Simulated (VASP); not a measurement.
Wanted: the native input for a VASP 6.6.1 run.

```
Task                   : single point
Functional             : PBEsol
Dispersion             : D4
Potentials or basis    : VASP PAW PBE potentials, release 64 (Ta_pv, Si)
Cutoff                 : 520 eV
k mesh                 : 7 × 7 × 4
Occupations            : fermi-dirac, width 0.05 eV
Spin                   : no spin polarisation
Dipole correction      : no
Further INCAR settings : ALGO = Normal; EDIFF = 1e-06; NBANDS = 38
```

The structure of TaSi2 lies in POSCAR:

```
TaSi2
1.0
    4.7336731451      0.0000000000      0.0000000000
   -2.3668365725      4.0994811968      0.0000000000
    0.0000000000      0.0000000000      6.5428140000
Ta Si
3 6
Direct
    0.0000000000      0.5000000000      0.1666666667
    0.5000000000      0.5000000000      0.8333333333
    0.5000000000      0.0000000000      0.5000000000
    0.3193792563      0.1596896282      0.1666666667
    0.1596896282      0.8403103718      0.8333333333
    0.8403103718      0.6806207437      0.5000000000
    0.6806207437      0.8403103718      0.1666666667
    0.8403103718      0.1596896282      0.8333333333
    0.1596896282      0.3193792563      0.5000000000
```

One way to write it, as run:

INCAR

```
ALGO     = Normal         # electronic algorithm
EDIFF    = 1E-6           # SCF threshold, eV
ENCUT    = 520            # plane-wave cutoff, eV
GGA      = PS             # functional
ISIF     = 2              # what is computed and relaxed
ISMEAR   = -1             # smearing method
IVDW     = 13             # dispersion correction
LASPH    = True           # aspherical terms in the spheres
LCHARG   = True           # write CHGCAR
LELF     = True           # ELF
LREAL    = False          # projectors in reciprocal space
LVHAR    = True         
LWAVE    = False          # write WAVECAR
NBANDS   = 38             # bands
NELM     = 100            # most SCF steps
PREC     = Accurate       # precision mode
SIGMA    = 0.05           # smearing width, eV
```

KPOINTS

```
k-points
0
Gamma
  7 7 4
```

Potentials or basis: VASP PAW PBE potentials, release 64 (Ta_pv, Si).

Launch:

```bash
$ cat potpaw_PBE.64/Ta_pv/POTCAR potpaw_PBE.64/Si/POTCAR > POTCAR
$ mpirun -np 1 vasp_std > vasp.out
```

Results of the run:

```yaml
Pressure: 0.3 GPa
Largest_force: 0.011 eV/Å
Dispersion_energy_per_atom: -0.250 eV
```

Caveat: the PAW data sets were made with another functional, which shifts forces and pressure a little; pairwise dispersion overbinds metals, which lowers pressure and volume.

Run time: 67 s on 1 thread of Intel(R) Xeon(R) Platinum 8559C (Emerald Rapids), on a shared host, peak memory 0.28 GiB.
